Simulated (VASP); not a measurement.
Wanted: the native input for a VASP 6.6.1 run.

```yaml
Task: relaxation of cell and atoms
Functional: revPBE
Potentials_or_basis: VASP PAW PBE potentials, release 64 (N, B)
Cutoff: 600 eV
k_mesh: 12 × 12 × 6
Occupations: fermi-dirac, width 0.05 eV
Spin: no spin polarisation
Dipole_correction: no
Further_INCAR_settings: ALGO = Normal; EDIFF = 1e-06; IBRION = 2; EDIFFG = -0.01; NSW = 60; ISIF = 3
```

The structure of BN lies in POSCAR:

```
BN
1.0
    2.5539396017      0.0000000000      0.0000000000
   -1.2769698009      2.2117765748      0.0000000000
    0.0000000000      0.0000000000      4.2268550000
N B
2 2
Direct
    0.3333333333      0.6666666667      0.1252760000
    0.6666666667      0.3333333333      0.6252760000
    0.3333333333      0.6666666667      0.4997240000
    0.6666666667      0.3333333333      0.9997240000
```

These files were run (other wordings do the same):

INCAR

```
ALGO = Normal
EDIFF = 1E-6
EDIFFG = -0.01
ENCUT = 600
GGA = RE
IBRION = 2
ISIF = 3
ISMEAR = -1
LASPH = True
LCHARG = False
LREAL = False
LWAVE = False
NELM = 60
NSW = 60
PREC = Accurate
SIGMA = 0.05
```

KPOINTS

```
k-points
0
Gamma
  12 12 6
```

Potentials or basis: VASP PAW PBE potentials, release 64 (N, B).

Command:

```bash
$ cat potpaw_PBE.64/N/POTCAR potpaw_PBE.64/B/POTCAR > POTCAR
$ mpirun -np 1 vasp_std > vasp.out
```

Results of the run:

```
Relaxed volume                         : 6.04 Å³/atom
Relaxed cell                           : a = 2.565 Å, b = 2.565 Å, c = 4.241 Å, α = 90.00°, β = 90.00°, γ = 120.00°
Space group after relaxing (to 0.05 Å) : P6_3mc (No. 186)
Energy gained by relaxing              : 1.0 meV/atom
Ionic steps                            : 3
Pressure after relaxing                : 0.0 GPa
Largest force after relaxing           : 0.008 eV/Å
Band gap on the k mesh                 : 5.28 eV, indirect (least direct gap 8.22 eV)
```

Caveat: the PAW data sets were made with another functional, which shifts forces and pressure a little.

Wall time 36 s on 1 thread of Intel(R) Xeon(R) Platinum 8488C (Sapphire Rapids), on a shared host, peak memory 0.14 GiB.
